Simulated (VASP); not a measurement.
Runs of VASP 6.6.1 on AlNi. The structure is that of space group P4/mmm (No. 123), or close to it. The cells are those of the table. 

```csv
cell,further INCAR settings,gap on the mesh (eV),pressure (GPa)
"a = 3.206, b = 3.206, c = 2.900 Å, 2 atoms",ALGO = Fast; EDIFF = 1e-06; NBANDS = 14,none,(a)
"a = 3.100, b = 3.206, c = 2.900 Å, 2 atoms",ALGO = Fast; EDIFF = 1e-07; NBANDS = 14,none,(b)
"a = 2.571, b = 2.571, c = 2.900 Å, 2 atoms",ALGO = Fast; EDIFF = 1e-07; NBANDS = 14,none,62.5
"a = 2.571, b = 2.783, c = 2.900 Å, 2 atoms",ALGO = Fast; EDIFF = 1e-06; NBANDS = 14,none,35.2
"a = 2.571, b = 2.677, c = 2.900 Å, 2 atoms",ALGO = Fast; EDIFF = 1e-06; NBANDS = 14,none,47.6
```

Alike in all rows: task single point; level PBE; potentials or basis VASP PAW PBE potentials, release 64 (Al, Ni); no spin polarisation; k mesh 16 × 16 × 16; cutoff (eV) 520; smearing gaussian 0.15 eV.

Estimate the missing entries.

(a) -19.8; (b) -18.5.

Caveats: the cell stands under tension (at least some runs); the stress differs along the axes, from 55 to 66 GPa (at least some runs); the stress differs along the axes, from 29 to 38 GPa (at least some runs); the stress differs along the axes, from 41 to 51 GPa (at least some runs).

A gap of «none» marks levels without a gap at the run's occupations.
